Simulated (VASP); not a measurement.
Crystal: Li3Dy.

```xyz
4
Lattice="6.1468 0.0000 0.0000 0.0000 6.1468 0.0000 0.0000 0.0000 6.1468" Properties=species:S:1:pos:R:3 pbc="T T T"
Li    3.0734    0.0000    0.0000
Li    0.0000    3.0734    0.0000
Li    0.0000    0.0000    3.0734
Dy    0.0000    0.0000    0.0000
```

The cell was generated, and may not be a known phase.

```yaml
Program: VASP 6.6.1
Task: relaxation of cell and atoms
Functional: PBE
Potentials_or_basis: VASP PAW PBE potentials, release 64 (Li_sv, Dy_3), 4f in core
Cutoff: 750 eV
k_mesh: 8 × 8 × 8
Occupations: gaussian, width 0.1 eV
Spin: no spin polarisation
```

At the start: pressure 0.4 GPa; volume 58.06 Å³/atom.

How do energy, volume and symmetry change on relaxing?

Over 5 steps the energy falls by 9.1 meV/atom and the volume is 65.89 Å³/atom (+13.5 %); space group Pm-3m (No. 221, to 0.1 Å) before and after.

The path:
```
step  energy change (eV)  largest force (eV/Å)  pressure (GPa)  volume (Å³)
   1              0.0000                0.0000            0.40       232.25
   2             -0.0109                0.0000            0.33       237.11
   3             -0.0318                0.0000            0.13       252.11
   4             -0.0234                0.0000           -0.20       283.98
   5             -0.0363                0.0000            0.00       263.57
```

Final structure:
```yaml
crystal:
  lattice:
    - [6.41155, 0.00000, 0.00000]
    - [0.00000, 6.41155, 0.00000]
    - [0.00000, 0.00000, 6.41155]
  atoms:
    - { symbol: Li, position: [0.50000, 0.00000, 0.00000] }
    - { symbol: Li, position: [0.00000, 0.50000, 0.00000] }
    - { symbol: Li, position: [0.00000, 0.00000, 0.50000] }
    - { symbol: Dy, position: [0.00000, 0.00000, 0.00000] }
```
